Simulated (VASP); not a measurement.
Input of a VASP 6.6.1 run:

The input POSCAR:

```
BaTiO3
1.0
    4.0912018989      0.0000000000      0.0000000000
    0.0000000000      4.0912018989      0.0000000000
    0.0000000000      0.0000000000      4.2363754999
Ba Ti O
1 1 3
Direct
    0.5000000000      0.5000000000      0.5946603424
    0.0000000000      0.0000000000      0.1111252684
    0.0000000000      0.5000000000      0.0610935939
    0.5000000000      0.0000000000      0.0610935939
    0.0000000000      0.0000000000      0.5320241914
```

The input INCAR.step1:

```
  PREC = Accurate
  ENCUT = 520
  ISMEAR = 0
  SIGMA = 0.01
  LREAL = False
  LASPH = True
  NELM = 150
  MAGMOM = 0 0 0 0 0 0 0 0 0 0 0 0 0 0 0
  LSORBIT = True
  GGA_COMPAT = False
  LMAXMIX = 4
  NBANDS = 55
  GGA = PE
  ALGO = Normal
  EDIFF = 1E-4
  LWAVE = True
  LCHARG = False
```

Contents of INCAR.step2:

```
  PREC = Accurate
  ENCUT = 520
  EDIFF = 1E-6
  ISMEAR = 0
  SIGMA = 0.01
  LREAL = False
  LASPH = True
  NELM = 150
  ALGO = Normal
  ISIF = 2
  LWAVE = False
  LCHARG = False
  MAGMOM = 0 0 0 0 0 0 0 0 0 0 0 0 0 0 0
  LORBIT = 11
  LSORBIT = True
  GGA_COMPAT = False
  LORBMOM = True
  LMAXMIX = 4
  METAGGA = R2SCAN
  LMIXTAU = True
  NBANDS = 55
  ISTART = 1
```

The input KPOINTS:

```
regular mesh
0
Gamma
  6 6 6
```

Potentials or basis: VASP PAW PBE potentials, release 64 (Ba_sv, Ti_sv, O).

Run with:

```console
$ cat potpaw_PBE.64/Ba_sv/POTCAR potpaw_PBE.64/Ti_sv/POTCAR potpaw_PBE.64/O/POTCAR > POTCAR
$ cp INCAR.step1 INCAR
$ mpirun -np 1 vasp_ncl > vasp.out
$ cp INCAR.step2 INCAR
$ mpirun -np 1 vasp_ncl > vasp.out
```

What does it give for the largest force?

0.229 eV/Å.

What does it give for the net moment?

0.00 μB per cell.

What does it give for the pressure?

-8.7 GPa.

Forces on the atoms (eV/Å):
```
Ba   0.000  0.000 -0.040
Ti   0.000  0.000 -0.229
O    0.000  0.000  0.022
O    0.000  0.000  0.022
O    0.000  0.000  0.224
```

Caveat: the cell differs from its parent crystal (strain +3.0%); the stress differs along the axes, from -11 to -5 GPa; the PAW data sets were made with another functional, which shifts forces and pressure a little.
